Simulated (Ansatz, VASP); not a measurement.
**C in VASP and in Ansatz**

Contents of INCAR:

```
  PREC = Accurate
  ENCUT = 1300
  EDIFF = 1E-6
  ISMEAR = 0
  SIGMA = 0.05
  LREAL = F
  LASPH = T
  NELM = 120
  ALGO = Normal
  ISIF = 2
  LWAVE = F
  LCHARG = F
  GGA = CA
  NBANDS = 26
  GGA_COMPAT = F
```

KPOINTS

```
regular mesh
0
Gamma
  12 12 4
```

POSCAR

```
C
1.0
    2.4606208111      0.0000000000      0.0000000000
   -1.2303104055      2.1309601315      0.0000000000
    0.0000000000      0.0000000000      8.4056584863
C
8
Direct
    0.0000000000      0.0000000000      0.0929365318
    0.0000000000      0.0000000000      0.5929365318
    0.0000000000      0.0000000000      0.4070634682
    0.0000000000      0.0000000000      0.9070634682
    0.3333333333      0.6666666667      0.1555443640
    0.6666666667      0.3333333333      0.6555443640
    0.3333333333      0.6666666667      0.3444556360
    0.6666666667      0.3333333333      0.8444556360
```

Input for Ansatz:

```yaml
crystal:
  lattice:
    - [2.4606208111, 0.0, 0.0]
    - [-1.2303104055, 2.1309601315, 0.0]
    - [0.0, 0.0, 8.4056584863]
  atoms:
    - { symbol: C, position: [0.0, 0.0, 0.0929365318] }
    - { symbol: C, position: [0.0, 0.0, 0.5929365318] }
    - { symbol: C, position: [0.0, 0.0, 0.4070634682] }
    - { symbol: C, position: [0.0, 0.0, 0.9070634682] }
    - { symbol: C, position: [0.3333333333, 0.6666666667, 0.155544364] }
    - { symbol: C, position: [0.6666666667, 0.3333333333, 0.655544364] }
    - { symbol: C, position: [0.3333333333, 0.6666666667, 0.344455636] }
    - { symbol: C, position: [0.6666666667, 0.3333333333, 0.844455636] }
basis:
  ecutwfc: 520.0
kpoints:
  mp_grid: { grid: [12, 12, 4] }
hamiltonian:
  xc: lda
  pseudopotentials: { kind: paw, azcp: { folder: soft_1 } }
scf:
  occupations: { method: gaussian, width: 0.05 }
output:
  forces: true
  stress: true
  eigenvalues: true
```

Change from the starting cell: mode 21 frozen in at +0.000 Å, strain +e along z and -e/2 along x and y +0.0233.

Alike in both runs: task single point; functional LDA; k mesh 12 × 12 × 4; occupations gaussian, width 0.05 eV; no spin polarisation.

|  | VASP | Ansatz |
| --- | --- | --- |
| version | VASP 6.6.1 | Ansatz 0.2.0 |
| potentials or method | VASP PAW LDA potentials, release 64 (C_h), cutoff 1300 eV | scalar-relativistic, plane waves, PAW |
| valence electrons in the cell | 32 | 32 |

```tsv
	VASP	Ansatz	Ansatz less VASP
gap on the k mesh at the Fermi level (eV)	4.60	4.60	0.000
least direct gap on the mesh (eV)	4.60	4.60	0.000
pressure (GPa)	1.9	0.8	-1.02
traceless stress, the component that is largest in VASP (GPa)	-29.00	-28.93	+0.074
rms of the force components (eV/Å)	0.035	0.031	-0.0034
```

Ansatz warns that its potentials were made for another functional, while VASP's fit it. LDA's correlation is that of Perdew and Zunger in VASP and of Perdew and Wang (1992) in Ansatz. Atom by atom the forces differ by 0.004 eV/Å (rms over components).
